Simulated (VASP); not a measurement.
ZnSe (rocksalt type), 2 atoms in the cell. The structure is cubic, space group Fm-3m (No. 225). Conventional cell: a = 4.988 Å, b = 4.988 Å, c = 4.988 Å, α = 90.00°, β = 90.00°, γ = 90.00°. Within 3.3 Å of Zn (site symmetry m-3m) lie 6 Se at 2.49 Å. Within 3.3 Å of Se (site symmetry m-3m) lie 6 Zn at 2.49 Å. 

* Program: VASP 6.6.1
* Task: relaxation of cell and atoms
* Functional: PBEsol
* Potentials or basis: VASP PAW PBE potentials, release 64 (Zn, Se)
* Cutoff: 600 eV
* k mesh: 15 × 15 × 15
* Occupations: fermi-dirac, width 0.05 eV
* Spin: no spin polarisation
* Dipole correction: no
* Further INCAR settings: ALGO = Normal; EDIFF = 1e-06; IBRION = 2; EDIFFG = -0.005; NSW = 60; ISIF = 3

Potentials or basis: VASP PAW PBE potentials, release 64 (Zn, Se).

Launch:

```sh
$ cat potpaw_PBE.64/Zn/POTCAR potpaw_PBE.64/Se/POTCAR > POTCAR
$ mpirun -np 1 vasp_std > vasp.out
```

Hardware: 1 thread of Intel Xeon 6975P-C, on a shared host.

Q: Estimate the wall time of this run.

A: Wall time 4.1 min on 1 thread of Intel Xeon 6975P-C (shared host), peak memory 0.22 GiB. Counts: scf iterations 88, k points 120, ion steps 19.
